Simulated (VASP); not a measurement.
Runs of VASP 6.6.1 on VSbS. The structure is that of space group P-6m2 (No. 187), or close to it. The cells are those of the table. The cell was built from a structure type or drawn by symmetry, and may not be a known phase.

```csv
task,cell,k mesh,cutoff (eV),gap on the mesh (eV),pressure (GPa),moment (μB)
relaxation of cell and atoms,"relaxed from a = 4.195, b = 4.195, c = 3.513 Å, angles 90.0, 90.0, 120.0°, 3 atoms",6 × 6 × 6,600,none,-0.3,0.00
single point,"a = 4.189, b = 4.189, c = 3.529 Å, angles 90.0, 90.0, 120.0°, 3 atoms",12 × 12 × 14,520,none,-0.3,0.00
single point,"a = 4.473, b = 4.473, c = 3.893 Å, angles 90.0, 90.0, 120.0°, 3 atoms",6 × 6 × 4,520,none,(a),0.00
relaxation of cell and atoms,"relaxed from a = 4.473, b = 4.473, c = 3.893 Å, angles 90.0, 90.0, 120.0°, 3 atoms",6 × 6 × 4,600,none,0.0,0.00
single point,"a = 4.195, b = 4.195, c = 3.513 Å, angles 90.0, 90.0, 120.0°, 3 atoms",6 × 6 × 6,520,none,-0.3,0.00
single point,"a = 4.195, b = 4.195, c = 3.513 Å, angles 90.0, 90.0, 120.0°, 3 atoms",6 × 6 × 4,520,none,-0.3,0.38
```

Alike in all rows: level PBE; potentials or basis VASP PAW PBE potentials, release 64 (V_sv, Sb, S); spin collinear, ferromagnetic start; smearing gaussian 0.1 eV.

Task: Fill in the values left out.

Result: (a) -14.3.

Caveats: some runs use coarse meshes; spin-orbit coupling is left out, which moves the levels of the heavy elements; the relaxation stopped at its first step, so nothing moved (at least some runs).

A k mesh can miss the band edges, and the runs leave out spin-orbit coupling on Sb.

A gap of «none» marks levels without a gap at the run's occupations.
